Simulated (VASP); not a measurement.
Al2Pt:

```
Al Pt
1.0
    -3.16625    3.16625    2.56344
     3.16625   -3.16625    2.56344
     3.16625    3.16625   -2.56344
Al Pt
4 2
Direct
  0.16021 0.66021 0.82043
  0.66021 0.83979 0.50000
  0.83979 0.33979 0.17957
  0.33979 0.16021 0.50000
  0.75000 0.75000 0.00000
  0.25000 0.25000 0.00000
```

```yaml
Program: VASP 6.6.1
Task: relaxation of cell and atoms
Functional: PBEsol
Potentials_or_basis: VASP PAW PBE potentials, release 64 (Al, Pt)
Cutoff: 600 eV
k_mesh: 10 × 10 × 10
Occupations: gaussian, width 0.1 eV
Spin: no spin polarisation
```

At the start: pressure -6.8 GPa; volume 17.13 Å³/atom.

How do energy, volume and symmetry change on relaxing?

Over 7 steps the energy falls by 65.3 meV/atom and the volume is 16.01 Å³/atom (-6.6 %); space group I4/mcm (No. 140, to 0.1 Å) before and after.

The path:
```tsv
step	energy change (eV)	largest force (eV/Å)	pressure (GPa)	volume (Å³)
1	0.0000	0.0323	-6.84	102.80
2	-0.3083	0.0944	6.89	92.10
3	-0.3728	0.0698	2.08	95.02
4	-0.3839	0.0390	-1.50	96.98
5	-0.3916	0.0026	-0.14	96.19
6	-0.3916	0.0013	-0.19	96.21
7	-0.3917	0.0008	0.01	96.05
```

Final structure:
```
Al Pt
1.0
    -3.02029    3.02029    2.63244
     3.02029   -3.02029    2.63244
     3.02029    3.02029   -2.63244
Al Pt
4 2
Direct
  0.16010 0.66010 0.82020
  0.66010 0.83990 0.50000
  0.83990 0.33990 0.17980
  0.33990 0.16010 0.50000
  0.75000 0.75000 0.00000
  0.25000 0.25000 0.00000
```

Caveat: the PAW data sets were made with another functional, which shifts forces and pressure a little.
